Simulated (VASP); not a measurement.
# BeTe (F-43m) in VASP: single point with PBE

Aim: the single point of BeTe with PBE.

All numbers are computed with VASP 6.6.1; they aren't measurements. Logs are shortened: lines on timing, memory, paths and dates and some standing lists are left out, and cuts for length are marked.

### Step 1. The cell of the first run

The structure is cubic, space group F-43m (No. 216). The conventional cell has a = 5.540 Å, b = 5.540 Å, c = 5.540 Å, α = 90.00°, β = 90.00°, γ = 90.00°. Be (site symmetry -43m) has 4 Te at 2.40 Å within 3.2 Å. Te (site symmetry -43m) has 4 Be at 2.40 Å within 3.2 Å.

### Step 2. Single point, PBE

File INCAR:

```
SYSTEM = BeTe
PREC     = Accurate       ! precision mode
ENCUT    = 600            ! plane-wave cutoff, eV
EDIFF    = 1E-6           ! SCF threshold, eV
ISMEAR   = 0              ! smearing method
SIGMA    = 0.01           ! smearing width, eV
LREAL    = .FALSE.        ! projectors in reciprocal space
LASPH    = .TRUE.         ! aspherical terms in the spheres
NELM     = 120            ! most SCF steps
ALGO     = Normal         ! electronic algorithm
ISIF     = 2              ! what is computed and relaxed
LWAVE    = .FALSE.        ! write WAVECAR
LCHARG   = .FALSE.        ! write CHGCAR
GGA      = PE             ! functional
NBANDS   = 11             ! bands
GGA_COMPAT= .FALSE.
```

File KPOINTS:

```
Automatic mesh
0
G
  7 7 7
  0 0 0
```

File POSCAR:

```
BeTe
1.0
    0.0000000000      2.7700000000      2.7700000000
    2.7700000000      0.0000000000      2.7700000000
    2.7700000000      2.7700000000      0.0000000000
Be Te
1 1
Direct
    0.0000000000      0.0000000000      0.0000000000
    0.7500000000      0.7500000000      0.7500000000
```

Potentials or basis: VASP PAW PBE potentials, release 64 (Be, Te).

On the command line:

```
$ cat potpaw_PBE.64/Be/POTCAR potpaw_PBE.64/Te/POTCAR > POTCAR
$ mpirun -np 1 vasp_std > vasp.out
```

OUTCAR:

```text
SYSTEM = BeTe
   PREC = Accurate
   ENCUT = 600
   EDIFF = 1E-6
   ISMEAR = 0
   LREAL = .FALSE.
   LASPH = .TRUE.
   NELM = 120
   ISIF = 2
   GGA = PE

 ion  position               nearest neighbor table
   1  0.000  0.000  0.000-   2 2.40   2 2.40   2 2.40   2 2.40
   2  0.750  0.750  0.750-   1 2.40   1 2.40   1 2.40   1 2.40

  LATTYP: Found a face centered cubic cell.
 ALAT       =     5.5400000000

  Lattice vectors:

 A1 = (   0.0000000000,   2.7700000000,   2.7700000000)
 A2 = (   2.7700000000,   0.0000000000,   2.7700000000)
 A3 = (   2.7700000000,   2.7700000000,   0.0000000000)

Analysis of symmetry for initial positions (statically):
=====================================================================
 Subroutine PRICEL returns:
 Original cell was already a primitive cell.

 Routine SETGRP: Setting up the symmetry group for a
 face centered cubic supercell.

 Subroutine GETGRP returns: Found 24 space group operations
 (whereof 24 operations were pure point group operations)
 out of a pool of 48 trial point group operations.

The static configuration has the point symmetry T_d .

Analysis of symmetry for dynamics (positions and initial velocities):
=====================================================================
 Subroutine PRICEL returns:
 Original cell was already a primitive cell.

 Routine SETGRP: Setting up the symmetry group for a
 face centered cubic supercell.

 Subroutine GETGRP returns: Found 24 space group operations
 (whereof 24 operations were pure point group operations)
 out of a pool of 48 trial point group operations.

The dynamic configuration has the point symmetry T_d .

 Subroutine INISYM returns: Found 24 space group operations
 (whereof 24 operations are pure point group operations),
 and found     1 'primitive' translations

----------------------------------------------------------------------------------------

                                     Primitive cell

  volume of cell :      42.5079

  direct lattice vectors                    reciprocal lattice vectors
     0.000000000  2.770000000  2.770000000    -0.180505415  0.180505415  0.180505415
     2.770000000  0.000000000  2.770000000     0.180505415 -0.180505415  0.180505415
     2.770000000  2.770000000  0.000000000     0.180505415  0.180505415 -0.180505415

  length of vectors
     3.917371568  3.917371568  3.917371568     0.312644550  0.312644550  0.312644550

  position of ions in fractional coordinates (direct lattice)
     0.000000000  0.000000000  0.000000000
[... 80 lines left out ...]
   ISYM   =      2    0-nonsym 1-usesym 2-fastsym
   POTIM  = 0.5000    time-step for ionic-motion
   TEBEG  =    0.0;   TEEND  =   0.0 temperature during run
   PSTRESS=    0.0 pullay stress
   NELECT =       8.0000    total number of electrons
   NUPDOWN=      -1.0000    fix difference up-down
   EMIN   =  10.00;   EMAX   =-10.00  energy-range for DOS
   EFERMI =   0.00;   METHOD = LEGACY
   ISMEAR =     0;   SIGMA  =   0.01  broadening in eV -4-tet -1-fermi 0-gaus
   EFERMI_NEDOS =   21; number of points for ismear=-14 and -15
   IALGO  =     38    algorithm
   IMIX   =      4    mixing-type and parameters
     AMIX     =   0.40;   BMIX     =  1.00
     AMIX_MAG =   1.60;   BMIX_MAG =  1.00
  volume/ion in A,a.u.               =      21.25       143.43
  Fermi-wavevector in a.u.,A,eV,Ry     =   0.938170  1.772885 11.975354  0.880164
  Thomas-Fermi vector in A             =   2.065355
   LORBIT       =      0    0 simple, 1 ext, 2 COOP (PROOUT), +10 PAW based schemes
   GGA     = PE    functional components
   LHFCALC =     F    Hartree Fock is set to
   AEXX    =    0.0000 exact exchange contribution
   IVDW    =     0    specifies the selected vdW correction
   LEPSILON=     F    determine dielectric tensor
   LRPA    =     F    only Hartree local field effects (RPA)
 non-spin polarized calculation
 Gauss-broadening in eV      SIGMA  =   0.01
  energy-cutoff  :      600.00
  volume of cell :       42.51
 maximum number of plane-waves:      1430
   NGX = 15   NGY = 15   NGZ = 15

 number of electron       8.0000000 magnetization

 Free energy of the ion-electron system (eV)
  ---------------------------------------------------
  ext. energy  EPLUGINS =         0.00000000
  ---------------------------------------------------
  free energy    TOTEN  =        -7.58330639 eV

  energy without entropy =       -7.58330639  energy(sigma->0) =       -7.58330639

 E-fermi :   5.7756     XC(G=0):  -9.2564

 val. band max:        5.6651717069   @ k =   0.0000   0.0000   0.0000
 cond. band min:       7.5739830170   @ k =   0.4286   0.4286   0.0000
 fundamental gap:      1.9088113101
 Fermi energy:         5.7756203591

 k-point     1 :       0.0000    0.0000    0.0000
  band No.  band energies     occupation
      1      -6.9697      2.00000
      2       5.6652      2.00000
      3       5.6652      2.00000
      4       5.6652      2.00000
      5       9.2290      0.00000
      6       9.2290      0.00000
      7       9.2290      0.00000
      8       9.8562      0.00000
      9      14.0514      0.00000
     10      16.0121      0.00000
     11      16.0121      0.00000
[... 253 lines left out ...]
 k-point    20 :      -0.2857    0.4286    0.1429
  band No.  band energies     occupation
      1      -4.9670      2.00000
      2       0.8034      2.00000
      3       1.5175      2.00000
      4       2.7578      2.00000
      5       9.6025      0.00000
      6      11.6668      0.00000
      7      12.0523      0.00000
      8      12.6132      0.00000
      9      15.7262      0.00000
     10      17.2141      0.00000
     11      19.0700      0.00000

------------------------ aborting loop because EDIFF is reached ----------------------------------------

  FORCE on cell =-STRESS in cart. coord.  units (eV):
  Direction    XX          YY          ZZ          XY          YZ          ZX
  --------------------------------------------------------------------------------------
  -------------------------------------------------------------------------------------
  Total        1.1844541      1.1844541      1.1844541      0.0000000     -0.0000000     -0.0000000
  in kB       44.6436300     44.6436300     44.6436300      0.0000000     -0.0000000     -0.0000000
  external PRESSURE =      44.6436300 kB  Pullay stress =       0.0000000 kB

 VOLUME and BASIS-vectors are now :
 -----------------------------------------------------------------------------
  energy-cutoff  :      600.00
  volume of cell :       42.51
      direct lattice vectors                 reciprocal lattice vectors
     0.000000000  2.770000000  2.770000000    -0.180505415  0.180505415  0.180505415
     2.770000000  0.000000000  2.770000000     0.180505415 -0.180505415  0.180505415
     2.770000000  2.770000000  0.000000000     0.180505415  0.180505415 -0.180505415

 POSITION                                       TOTAL-FORCE (eV/Angst)
 -----------------------------------------------------------------------------------
      0.00000      0.00000      0.00000        -0.000000     -0.000000     -0.000000
      4.15500      4.15500      4.15500         0.000000      0.000000      0.000000
 -----------------------------------------------------------------------------------
    total drift:                               -0.000000     -0.000000     -0.000000

  FREE ENERGIE OF THE ION-ELECTRON SYSTEM (eV)
  ---------------------------------------------------
  free  energy   TOTEN  =        -7.5833063915 eV

  energy  without entropy=       -7.5833063915  energy(sigma->0) =       -7.58330639
```

It took 14 s on 1 thread of Intel Xeon 6975P-C (Granite Rapids), shared host; peak memory 0.17 GiB.

What came out:

```
Free energy            : -7.5833 eV
Pressure               : 4.5 GPa
Band gap on the k mesh : 1.91 eV (least direct gap 3.56 eV)
```

Caveat: the cell stands under pressure; spin-orbit coupling is left out, which moves the levels of the heavy elements; an odd mesh through Γ misses points on the zone boundary, where band edges can lie.
